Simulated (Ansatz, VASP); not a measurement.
## KI: VASP beside Ansatz

```
K I
1.0
     0.00000    3.54428    3.54428
     3.54428    0.00000    3.54428
     3.54428    3.54428    0.00000
K I
1 1
Direct
  0.00000 0.00000 0.00000
  0.50000 0.50000 0.50000
```

Alike in both runs: task single point; functional r2SCAN; k mesh 6 × 6 × 6; no spin polarisation.

|  | VASP | Ansatz |
| --- | --- | --- |
| version | VASP 6.6.1 | Ansatz 0.2.0 |
| potentials or method | VASP PAW PBE potentials, release 64 (K_sv, I) | plane waves, PAW |
| plane-wave cutoff (eV) | 520 | 500 |
| occupations | gaussian, width 0.01 eV | fixed |
| valence electrons in the cell | 16 | 26 |

VASP gave:

- gap on the k mesh at the Fermi level (eV): 4.58
- pressure (GPa): 0.0

Problem. Estimate Ansatz's values.

Solution. gap on the k mesh at the Fermi level (eV): 4.59; pressure (GPa): 0.0.

VASP's potentials were made for PBE, not for r2SCAN. VASP's potentials hold 16 valence electrons a cell and Ansatz's 26, so a difference there can come from the potentials and not from the codes.

Neither program's run includes spin-orbit coupling.
